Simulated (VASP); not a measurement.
A run of VASP 6.6.1 is set up as follows.

File INCAR:

```
PREC = Accurate
ENCUT = 600
EDIFF = 1E-7
ISMEAR = -1
SIGMA = 0.15
LREAL = F
LASPH = T
NELM = 60
ALGO = Normal
ISIF = 3
LWAVE = F
LCHARG = F
GGA = CA
IBRION = 2
NSW = 80
EDIFFG = -0.01
PSTRESS = 300.0
```

Contents of KPOINTS:

```
regular mesh
0
Gamma
  9 9 5
```

POSCAR

```
TcRu
1.0
    2.7248630000      0.0000000000      0.0000000000
   -1.3624310000      2.3598000000      0.0000000000
    0.0000000000      0.0000000000      4.3128940000
Tc Ru
1 1
Direct
    0.0000000000      0.0000000000      0.0000000000
    0.3333333333      0.6666666667      0.5000000000
```

Potentials or basis: VASP PAW LDA potentials, release 64 (Tc_pv, Ru_pv).

The run is started by

```sh
$ cat potpaw_LDA.64/Tc_pv/POTCAR potpaw_LDA.64/Ru_pv/POTCAR > POTCAR
$ mpirun -np 1 vasp_std > vasp.out
```

(1) What does it give for the relaxed volume?

(2) Predict the space group after relaxing (to 0.05 Å).

## Answers

(1) 12.52 Å³/atom.

(2) P-6m2 (No. 187).

Caveat: the cell is relaxed towards a set pressure, so the enthalpy falls and the energy may rise.
